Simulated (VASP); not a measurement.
# CdS (F-43m) in VASP: notebook

Runs on CdS. Level: PBE. Tasks: single point.

Program: VASP 6.6.1. These are calculated values, not measurements. Logs are shortened: lines on timing, memory, paths and dates and some standing lists are left out, and cuts for length are marked.

### 1 The cell of the first run

It takes space group F-43m (No. 216, cubic). The conventional cell has a = 5.934 Å, b = 5.934 Å, c = 5.934 Å, α = 90.00°, β = 90.00°, γ = 90.00°. Cd (site symmetry -43m) has 4 S at 2.57 Å within 3.4 Å. Within 3.4 Å of S (site symmetry -43m) lie 4 Cd at 2.57 Å.

### 2 Single point, PBE (26.12 Å³/atom)

Input file INCAR:

```
PREC = Accurate ; ENCUT = 520
EDIFF = 1E-6 ; ISMEAR = -1
SIGMA = 0.03 ; LREAL = F
LASPH = T ; NELM = 100
ALGO = Normal ; ISIF = 2
LWAVE = F ; LCHARG = F
GGA = PE ; NBANDS = 16
```

Input file KPOINTS:

```
regular mesh
0
Gamma
  9 9 9
```

Input file POSCAR:

```
CdS
1.0
    0.0000000000      2.9670733132      2.9670733132
    2.9670733132      0.0000000000      2.9670733132
    2.9670733132      2.9670733132      0.0000000000
Cd S
1 1
Direct
    0.0000000000      0.0000000000      0.0000000000
    0.7500000000      0.7500000000      0.7500000000
```

Potentials or basis: VASP PAW PBE potentials, release 64 (Cd, S).

On the command line:

```bash
cat potpaw_PBE.64/Cd/POTCAR potpaw_PBE.64/S/POTCAR > POTCAR
mpirun -np 1 vasp_std > vasp.out
```

OUTCAR:

```text
PREC = Accurate
   ENCUT = 520
   EDIFF = 1E-6
   ISMEAR = -1
   LREAL = F
   LASPH = T
   NELM = 100
   ISIF = 2
   GGA = PE

 ion  position               nearest neighbor table
   1  0.000  0.000  0.000-   2 2.57   2 2.57   2 2.57   2 2.57
   2  0.750  0.750  0.750-   1 2.57   1 2.57   1 2.57   1 2.57

  LATTYP: Found a face centered cubic cell.
 ALAT       =     5.9341466264

  Lattice vectors:

 A1 = (   0.0000000000,   2.9670733132,   2.9670733132)
 A2 = (   2.9670733132,   0.0000000000,   2.9670733132)
 A3 = (   2.9670733132,   2.9670733132,   0.0000000000)

Analysis of symmetry for initial positions (statically):
=====================================================================
 Subroutine PRICEL returns:
 Original cell was already a primitive cell.

 Routine SETGRP: Setting up the symmetry group for a
 face centered cubic supercell.

 Subroutine GETGRP returns: Found 24 space group operations
 (whereof 24 operations were pure point group operations)
 out of a pool of 48 trial point group operations.

The static configuration has the point symmetry T_d .

Analysis of symmetry for dynamics (positions and initial velocities):
=====================================================================
 Subroutine PRICEL returns:
 Original cell was already a primitive cell.

 Routine SETGRP: Setting up the symmetry group for a
 face centered cubic supercell.

 Subroutine GETGRP returns: Found 24 space group operations
 (whereof 24 operations were pure point group operations)
 out of a pool of 48 trial point group operations.

The dynamic configuration has the point symmetry T_d .

 Subroutine INISYM returns: Found 24 space group operations
 (whereof 24 operations are pure point group operations),
 and found     1 'primitive' translations

----------------------------------------------------------------------------------------

                                     Primitive cell

  volume of cell :      52.2414

  direct lattice vectors                    reciprocal lattice vectors
     0.000000000  2.967073313  2.967073313    -0.168516227  0.168516227  0.168516227
     2.967073313  0.000000000  2.967073313     0.168516227 -0.168516227  0.168516227
     2.967073313  2.967073313  0.000000000     0.168516227  0.168516227 -0.168516227

  length of vectors
     4.196075320  4.196075320  4.196075320     0.291878667  0.291878667  0.291878667

  position of ions in fractional coordinates (direct lattice)
     0.000000000  0.000000000  0.000000000
     0.750000000  0.750000000  0.750000000

  ion indices of the primitive-cell ions
   primitive index   ion index
                 1           1
                 2           2

----------------------------------------------------------------------------------------

 KPOINTS: regular mesh

Automatic generation of k-mesh.
 Grid dimensions read from file:
 generate k-points for:    9    9    9

 Generating k-lattice:

  Cartesian coordinates                     Fractional coordinates (reciprocal lattice)
    -0.018724025  0.018724025  0.018724025     0.111111111  0.000000000  0.000000000
     0.018724025 -0.018724025  0.018724025     0.000000000  0.111111111  0.000000000
     0.018724025  0.018724025 -0.018724025     0.000000000  0.000000000  0.111111111

  Length of vectors
     0.032430963  0.032430963  0.032430963

  Shift w.r.t. Gamma in fractional coordinates (k-lattice)
     0.000000000  0.000000000  0.000000000

 Subroutine IBZKPT returns following result:
 ===========================================

 Found     35 irreducible k-points:

 Following reciprocal coordinates:
            Coordinates               Weight
  0.000000  0.000000  0.000000      1.000000
  0.111111  0.000000  0.000000      8.000000
  0.222222  0.000000  0.000000      8.000000
  0.333333  0.000000  0.000000      8.000000
  0.444444  0.000000  0.000000      8.000000
  0.111111  0.111111  0.000000      6.000000
[... 16 lines left out ...]
 -0.333333  0.333333  0.000000     12.000000
  0.444444  0.444444  0.000000      6.000000
 [... further k-points ...]
   k-points           NKPTS =     35   k-points in BZ     NKDIM =     35   number of bands    NBANDS=     16
   number of dos      NEDOS =    301   number of ions     NIONS =      2
   total plane-waves  NPLWV =  32768
   dimension x,y,z NGX =    32 NGY =   32 NGZ =   32
   dimension x,y,z NGXF=    64 NGYF=   64 NGZF=   64
   ions per type =               1   1
   NGX,Y,Z   is equivalent  to a cutoff of  12.68, 12.68, 12.68 a.u.
   NGXF,Y,Z  is equivalent  to a cutoff of  25.36, 25.36, 25.36 a.u.
 SYSTEM =  unknown system
   PREC   = accura    normal or accurate (medium, high low for compatibility)
   ISTART =      0    job   : 0-new  1-cont  2-samecut
   ICHARG =      2    charge: 1-file 2-atom 10-const
   ISPIN  =      1    spin polarized calculation?
   LNONCOLLINEAR =      F non collinear calculations
   LSORBIT =      F    spin-orbit coupling
   LASPH  =      T    aspherical Exc in radial PAW
   ENCUT  =  520.0 eV  38.22 Ry    6.18 a.u.   7.80  7.80  7.80*2*pi/ulx,y,z
   NELM   =    100;   NELMIN=  2; NELMDL= -5     # of ELM steps
   EDIFF  = 0.1E-05   stopping-criterion for ELM
   LREAL  =      F    real-space projection
   EDIFFG = 0.1E-04   stopping-criterion for IOM
   NSW    =      0    number of steps for IOM
   IBRION =     -1    ionic relax: 0-MD 1-quasi-New 2-CG
   NFREE  =      0    steps in history (QN), initial steepest desc. (CG)
   ISIF   =      2    stress and relaxation
   ISYM   =      2    0-nonsym 1-usesym 2-fastsym
   POTIM  = 0.5000    time-step for ionic-motion
   TEBEG  =    0.0;   TEEND  =   0.0 temperature during run
   PSTRESS=    0.0 pullay stress
   NELECT =      18.0000    total number of electrons
   NUPDOWN=      -1.0000    fix difference up-down
   EMIN   =  10.00;   EMAX   =-10.00  energy-range for DOS
   EFERMI =   0.00;   METHOD = LEGACY
   ISMEAR =    -1;   SIGMA  =   0.03  broadening in eV -4-tet -1-fermi 0-gaus
   EFERMI_NEDOS =   21; number of points for ismear=-14 and -15
   IALGO  =     38    algorithm
   IMIX   =      4    mixing-type and parameters
     AMIX     =   0.40;   BMIX     =  1.00
     AMIX_MAG =   1.60;   BMIX_MAG =  1.00
  volume/ion in A,a.u.               =      26.12       176.27
  Fermi-wavevector in a.u.,A,eV,Ry     =   1.147697  2.168834 17.921720  1.317209
  Thomas-Fermi vector in A             =   2.284376
   LORBIT       =      0    0 simple, 1 ext, 2 COOP (PROOUT), +10 PAW based schemes
   GGA     = PE    functional components
   LHFCALC =     F    Hartree Fock is set to
   AEXX    =    0.0000 exact exchange contribution
   IVDW    =     0    specifies the selected vdW correction
   LEPSILON=     F    determine dielectric tensor
   LRPA    =     F    only Hartree local field effects (RPA)
 non-spin polarized calculation
  energy-cutoff  :      520.00
  volume of cell :       52.24
 maximum number of plane-waves:      1420
   NGX = 15   NGY = 15   NGZ = 15

 number of electron      18.0000001 magnetization

 Free energy of the ion-electron system (eV)
  ---------------------------------------------------
  ext. energy  EPLUGINS =         0.00000000
  ---------------------------------------------------
  free energy    TOTEN  =        -6.14762943 eV

  energy without entropy =       -6.14762943  energy(sigma->0) =       -6.14762943

 E-fermi :   1.4280     XC(G=0):  -8.9106

 val. band max:        0.8868307086   @ k =   0.0000   0.0000   0.0000
 cond. band min:       1.9215298391   @ k =   0.0000   0.0000   0.0000
 fundamental gap:      1.0346991305
 Fermi energy:         1.4280406744

 k-point     1 :       0.0000    0.0000    0.0000
  band No.  band energies     occupation
      1     -11.1802      2.00000
      2      -6.6698      2.00000
      3      -6.6698      2.00000
      4      -6.6698      2.00000
      5      -6.2572      2.00000
      6      -6.2572      2.00000
[... 8 lines left out ...]
     15      12.2862      0.00000
     16      12.2862      0.00000

 k-point     2 :       0.1111    0.0000    0.0000
  band No.  band energies     occupation
      1     -11.1360      2.00000
      2      -6.6541      2.00000
      3      -6.6541      2.00000
      4      -6.6295      2.00000
      5      -6.2580      2.00000
      6      -6.2580      2.00000
[... 8 lines left out ...]
     15      11.7849      0.00000
     16      12.6147      0.00000

 k-point     3 :       0.2222    0.0000    0.0000
  band No.  band energies     occupation
      1     -11.0237      2.00000
      2      -6.6175      2.00000
      3      -6.6175      2.00000
      4      -6.4925      2.00000
      5      -6.2555      2.00000
      6      -6.2555      2.00000
[... 8 lines left out ...]
     15      11.4399      0.00000
     16      12.2420      0.00000

 k-point     4 :       0.3333    0.0000    0.0000
  band No.  band energies     occupation
      1     -10.8958      2.00000
      2      -6.5835      2.00000
      3      -6.5835      2.00000
      4      -6.2427      2.00000
      5      -6.2427      2.00000
      6      -6.2418      2.00000
[... 8 lines left out ...]
     15      11.9183      0.00000
     16      11.9183      0.00000

 k-point     5 :       0.4444    0.0000    0.0000
  band No.  band energies     occupation
      1     -10.8129      2.00000
      2      -6.5669      2.00000
      3      -6.5669      2.00000
      4      -6.2273      2.00000
      5      -6.2273      2.00000
      6      -5.9706      2.00000
[... 8 lines left out ...]
     15      13.0003      0.00000
     16      13.0003      0.00000

 k-point     6 :       0.1111    0.1111    0.0000
  band No.  band energies     occupation
      1     -11.1214      2.00000
      2      -6.6392      2.00000
      3      -6.6392      2.00000
      4      -6.6355      2.00000
      5      -6.2682      2.00000
      6      -6.2486      2.00000
[... 8 lines left out ...]
     15      12.3708      0.00000
     16      13.0016      0.00000
[... 267 lines left out ...]
 k-point    21 :       0.4444    0.3333    0.0000
  band No.  band energies     occupation
      1     -10.7379      2.00000
      2      -6.4757      2.00000
      3      -6.4196      2.00000
      4      -6.3932      2.00000
      5      -6.1962      2.00000
      6      -5.9752      2.00000
[... 8 lines left out ...]
     15      13.3536      0.00000
     16      14.6900      0.00000

 k-point    22 :      -0.4444    0.3333    0.0000
  band No.  band energies     occupation
      1     -10.7027      2.00000
      2      -6.4913      2.00000
      3      -6.4184      2.00000
      4      -6.3444      2.00000
      5      -6.2107      2.00000
      6      -5.7920      2.00000
[... 8 lines left out ...]
     15      13.1559      0.00000
     16      14.5014      0.00000

 k-point    23 :      -0.3333    0.3333    0.0000
  band No.  band energies     occupation
      1     -10.7149      2.00000
      2      -6.5098      2.00000
      3      -6.4504      2.00000
      4      -6.2986      2.00000
      5      -6.2374      2.00000
      6      -5.7692      2.00000
[... 8 lines left out ...]
     15      12.1707      0.00000
     16      15.3418      0.00000

 k-point    24 :       0.4444    0.4444    0.0000
  band No.  band energies     occupation
      1     -10.6990      2.00000
      2      -6.4694      2.00000
      3      -6.3798      2.00000
      4      -6.3798      2.00000
      5      -6.1850      2.00000
      6      -5.9061      2.00000
[... 8 lines left out ...]
     15      13.1913      0.00000
     16      14.5804      0.00000

 [... further k-points ...]
[... 5 lines left out ...]
  --------------------------------------------------------------------------------------
  -------------------------------------------------------------------------------------
  Total        0.0244865      0.0244865      0.0244865      0.0000000      0.0000000      0.0000000
  in kB        0.7509705      0.7509705      0.7509705      0.0000000      0.0000000      0.0000000
  external PRESSURE =       0.7509705 kB  Pullay stress =       0.0000000 kB

 VOLUME and BASIS-vectors are now :
 -----------------------------------------------------------------------------
  energy-cutoff  :      520.00
  volume of cell :       52.24
      direct lattice vectors                 reciprocal lattice vectors
     0.000000000  2.967073313  2.967073313    -0.168516227  0.168516227  0.168516227
     2.967073313  0.000000000  2.967073313     0.168516227 -0.168516227  0.168516227
     2.967073313  2.967073313  0.000000000     0.168516227  0.168516227 -0.168516227

 POSITION                                       TOTAL-FORCE (eV/Angst)
 -----------------------------------------------------------------------------------
      0.00000      0.00000      0.00000         0.000000      0.000000      0.000000
      4.45061      4.45061      4.45061        -0.000000     -0.000000     -0.000000
 -----------------------------------------------------------------------------------
    total drift:                                0.000000      0.000000      0.000000

  FREE ENERGIE OF THE ION-ELECTRON SYSTEM (eV)
  ---------------------------------------------------
  free  energy   TOTEN  =        -6.1476294253 eV

  energy  without entropy=       -6.1476294251  energy(sigma->0) =       -6.14762943
```

Run time: 26 s. Hardware: 1 thread of Intel Xeon 8259CL, shared host; peak memory 0.19 GiB.

Results:

| Property | Result |
| --- | --- |
| Free energy | -6.1476 eV |
| Pressure | 0.1 GPa |
| Band gap on the k mesh | 1.03 eV |

Levels at points of the mesh, in eV from the valence-band top:
| k point | band 6 | band 7 | band 8 | band 9 | band 10 | band 11 | band 12 | band 13 |
| --- | --- | --- | --- | --- | --- | --- | --- | --- |
| (0.00, 0.00, 0.00) | -7.14 | 0.00 | 0.00 | 0.00 | 1.03 | 6.55 | 6.55 | 6.55 |

### 3 Single point, PBE, collinear spin

This run uses another cell than the first one, of 24.64 Å³/atom.

Input file INCAR:

```
PREC = Accurate
ENCUT = 520
EDIFF = 1E-7
ISMEAR = 1
SIGMA = 0.025
LREAL = False
LASPH = True
NELM = 150
ALGO = Normal
ISIF = 2
LWAVE = False
LCHARG = True
ISPIN = 2
MAGMOM = 1 3
LORBIT = 11
GGA = PE
LELF = True
LVHAR = True
NBANDS = 20
```

KPOINTS is that of step 2.

Input file POSCAR:

```
CdS
1.0
    0.0000000000      2.9100000000      2.9100000000
    2.9100000000      0.0000000000      2.9100000000
    2.9100000000      2.9100000000      0.0000000000
Cd S
1 1
Direct
    0.0000000000      0.0000000000      0.0000000000
    0.7500000000      0.7500000000      0.7500000000
```

Potentials or basis: VASP PAW PBE potentials, release 64 (Cd, S).

On the command line:

```bash
cat potpaw_PBE.64/Cd/POTCAR potpaw_PBE.64/S/POTCAR > POTCAR
mpirun -np 1 vasp_std > vasp.out
```

Wall time 94 s (1 thread of Intel Xeon 8259CL, shared host); peak memory 0.23 GiB.

It converged, with:

```
Free energy                                           : -6.1143 eV
Pressure                                              : 3.7 GPa
Band gap on the k mesh                                : 1.16 eV
Net moment                                            : 0.00 μB per cell
Valence electrons inside the program's atomic spheres : Cd 10.32; S 3.73
```

Levels at points of the mesh, in eV from the valence-band top:
Spin up:
| k point | band 6 | band 7 | band 8 | band 9 | band 10 | band 11 | band 12 | band 13 |
| --- | --- | --- | --- | --- | --- | --- | --- | --- |
| (0.00, 0.00, 0.00) | -7.26 | 0.00 | 0.00 | 0.00 | 1.16 | 6.55 | 6.55 | 6.55 |
Spin down:
| k point | band 7 | band 8 | band 9 | band 10 | band 11 | band 12 |
| --- | --- | --- | --- | --- | --- | --- |
| (0.00, 0.00, 0.00) | 0.00 | 0.00 | 0.00 | 1.16 | 6.55 | 6.55 |

Caveat: the cell stands under pressure. As with any semilocal functional, this PBE gap is likely too small.
